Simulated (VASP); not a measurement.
Wanted: the native input for a VASP 6.6.1 run.

- Task: single point
- Functional: PBE
- Potentials or basis: VASP PAW PBE potentials, release 64 (Be, Zn, Te)
- Cutoff: 520 eV
- k mesh: 4 × 4 × 4
- Occupations: gaussian, width 0.1 eV
- Spin: no spin polarisation
- Dipole correction: no
- Further INCAR settings: ALGO = Normal; EDIFF = 1e-06; NBANDS = 22

The structure of Be4ZnTe lies in POSCAR:

```
Be4ZnTe
1.0
    2.4873609000     -4.0801894500      0.0000000000
    2.4873609000      4.0801894500      0.0000000000
    0.0000000000      0.0000000000      3.8889876600
Be Zn Te
4 1 1
Direct
    0.1694311900      0.8305688100      0.0000000000
    0.8305688100      0.1694311900      0.0000000000
    0.0000000000      0.5000000000      0.5000000000
    0.5000000000      0.0000000000      0.5000000000
    0.5000000000      0.5000000000      0.0000000000
    0.0000000000      0.0000000000      0.5000000000
```

One way to write it, as run:

INCAR

```
ALGO = Normal
EDIFF = 1E-6
ENCUT = 520
GGA = PE
ISIF = 2
ISMEAR = 0
LASPH = T
LCHARG = F
LREAL = F
LWAVE = F
NBANDS = 22
NELM = 100
PREC = Accurate
SIGMA = 0.1
```

KPOINTS

```
k-points
0
Gamma
  4 4 4
```

Potentials or basis: VASP PAW PBE potentials, release 64 (Be, Zn, Te).

Command:

```console
$ cat potpaw_PBE.64/Be/POTCAR potpaw_PBE.64/Zn/POTCAR potpaw_PBE.64/Te/POTCAR > POTCAR
$ mpirun -np 1 vasp_std > vasp.out
```

Results of the run:

- Pressure: 9.0 GPa
- Largest force: 2.424 eV/Å
- Band gap on the k mesh: zero (band 13 reaches 6.94 eV, above the bottom of band 14 at 6.11 eV)

Caveat: the k points lie up to 0.40 Å⁻¹ apart; spin-orbit coupling is left out, which moves the levels of the heavy elements; forces of over 1 eV/Å act on the atoms, so gaps and moduli don't describe the material at rest.

Wall time 43 s on 1 thread of AMD EPYC 7R13 (shared host), peak memory 0.17 GiB.
